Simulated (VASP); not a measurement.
Here is a VASP 6.6.1 calculation.

INCAR

```
ALGO = Normal ; EDIFF = 1E-6
ENCUT = 520 ; GGA = PE
ISIF = 2 ; ISMEAR = 0
LASPH = T ; LCHARG = T
LELF = T ; LREAL = F
LVHAR = T ; LWAVE = F
NBANDS = 41 ; NELM = 60
PREC = Accurate ; SIGMA = 0.1
```

The input KPOINTS:

```
k-points
0
Gamma
  4 4 4
```

Contents of POSCAR:

```
AlGa3P4
1.0
    5.4982594739      0.0000000000      0.0000000000
    0.0000000000      5.4982594739      0.0000000000
    0.0000000000      0.0000000000      5.4982594739
Al Ga P
1 3 4
Direct
    0.5000000000      0.5000000000      0.5000000000
    0.0000000000      0.0000000000      0.5000000000
    0.0000000000      0.5000000000      0.0000000000
    0.5000000000      0.0000000000      0.0000000000
    0.7495269071      0.7495269071      0.7495269071
    0.7495269071      0.2504730929      0.2504730929
    0.2504730929      0.7495269071      0.2504730929
    0.2504730929      0.2504730929      0.7495269071
```

Potentials or basis: VASP PAW PBE potentials, release 64 (Al, Ga_d, P).

The run is started by

```sh
$ cat potpaw_PBE.64/Al/POTCAR potpaw_PBE.64/Ga_d/POTCAR potpaw_PBE.64/P/POTCAR > POTCAR
$ mpirun -np 1 vasp_std > vasp.out
```

Question: Estimate the pressure.

Answer: 0.3 GPa.

Question: Predict the band gap on the k mesh.

Answer: 1.65 eV, indirect (least direct gap 1.71 eV).

Question: What does it give for the largest force?

Answer: 0.008 eV/Å.

Forces on the atoms (eV/Å):
```
Al   0.000  0.000  0.000
Ga   0.000  0.000  0.000
Ga   0.000  0.000  0.000
Ga   0.000  0.000  0.000
P   -0.005 -0.005 -0.005
P   -0.005  0.005  0.005
P    0.005 -0.005  0.005
P    0.005  0.005 -0.005
```

A k mesh can miss the band edges. PBE gaps usually lie below the measured ones, often by a third to a half.
